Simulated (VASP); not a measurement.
A run of VASP 6.6.1 is set up as follows.

Contents of INCAR:

```
SYSTEM = Au
PREC = Accurate
ENCUT = 500
EDIFF = 1E-6
ISMEAR = -1
SIGMA = 0.2585199978643553
LREAL = .False.
LASPH = .True.
NELM = 120
ALGO = Normal
ISIF = 2
LWAVE = .False.
LCHARG = .False.
GGA = PE
NBANDS = 18
GGA_COMPAT = .False.
```

KPOINTS

```
Automatic mesh
0
Gamma
  6 6 4
  0 0 0
```

File POSCAR:

```
Au
1.0
    1.4113099650     -2.5559330250      0.0000000000
    1.4113099650      2.5559330250      0.0000000000
    0.0000000000      0.0000000000      4.8931696100
Au
2
Direct
    0.6653279700      0.3346720300      0.2500000000
    0.3346720300      0.6653279700      0.7500000000
```

Potentials or basis: VASP PAW PBE potentials, release 64 (Au).

Launch:

```console
$ cat potpaw_PBE.64/Au/POTCAR > POTCAR
$ mpirun -np 1 vasp_std > vasp.out
```

Task: Estimate the largest force.

Result: 0.023 eV/Å.

Task: What does it give for the band gap on the k mesh?

Result: Zero (band 11 reaches 12.90 eV, above the bottom of band 12 at 6.36 eV).

Task: Predict the pressure.

Result: 3.5 GPa.

Stress tensor (GPa, compression positive):
```
4.76 0.00 0.00
0.00 4.58 0.00
0.00 0.00 1.13
```

Caveat: the k points lie up to 0.42 Å⁻¹ apart; spin-orbit coupling is left out, which moves the levels of the heavy elements.
